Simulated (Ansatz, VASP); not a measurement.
As in VASP and in Ansatz

INCAR

```
  ALGO = Normal
  EDIFF = 1E-6
  ENCUT = 520
  GGA = PS
  ISIF = 2
  ISMEAR = -1
  LASPH = T
  LCHARG = F
  LREAL = F
  LWAVE = F
  NBANDS = 12
  NELM = 100
  PREC = Accurate
  SIGMA = 0.08
```

KPOINTS

```
k-points
0
Gamma
  11 11 11
```

POSCAR

```
As
1.0
    0.0000000000      2.5313599391      2.5313599391
    2.5313599391      0.0000000000      2.5313599391
    2.5313599391      2.5313599391      0.0000000000
As
2
Direct
   -0.1250000000     -0.1250000000     -0.1250000000
    0.1250000000      0.1250000000      0.1250000000
```

Input for Ansatz:

```yaml
crystal:
  lattice:
    - [0.0, 2.5313599391, 2.5313599391]
    - [2.5313599391, 0.0, 2.5313599391]
    - [2.5313599391, 2.5313599391, 0.0]
  atoms:
    - { symbol: As, position: [-0.125, -0.125, -0.125] }
    - { symbol: As, position: [0.125, 0.125, 0.125] }
kpoints:
  mp_grid: { grid: [11, 11, 11] }
scf:
  occupations: { method: fermi_dirac, width: 0.08 }
hamiltonian:
  xc: pbesol
  pseudopotentials: { kind: all_electron, lapw: { basis_error: 0.001 } }
output:
  forces: true
  stress: true
  eigenvalues: true
  populations: true
```

Change from the starting cell: volume scaled by 0.6, LAPW.

Alike in both runs: task single point; functional PBEsol; k mesh 11 × 11 × 11; occupations fermi-dirac, width 0.08 eV; no spin polarisation.

|  | VASP | Ansatz |
| --- | --- | --- |
| version | VASP 6.6.1 | Ansatz 0.2.0 |
| potentials or method | VASP PAW PBE potentials, release 64 (As), cutoff 520 eV | all-electron LAPW, scalar-relativistic |

Ansatz gave:

```
pressure (GPa) : 69.6
```

Q: What did VASP give for the same quantities?

A: Pressure (GPa): 72.1.

VASP's potentials were made for PBE, not for PBEsol. Both programs put the cell under a high pressure, so it lies far from rest at this level. Ansatz ran all-electron here, and VASP with PAW potentials.

Noted on VASP's run: the cell as given lies far from equilibrium.
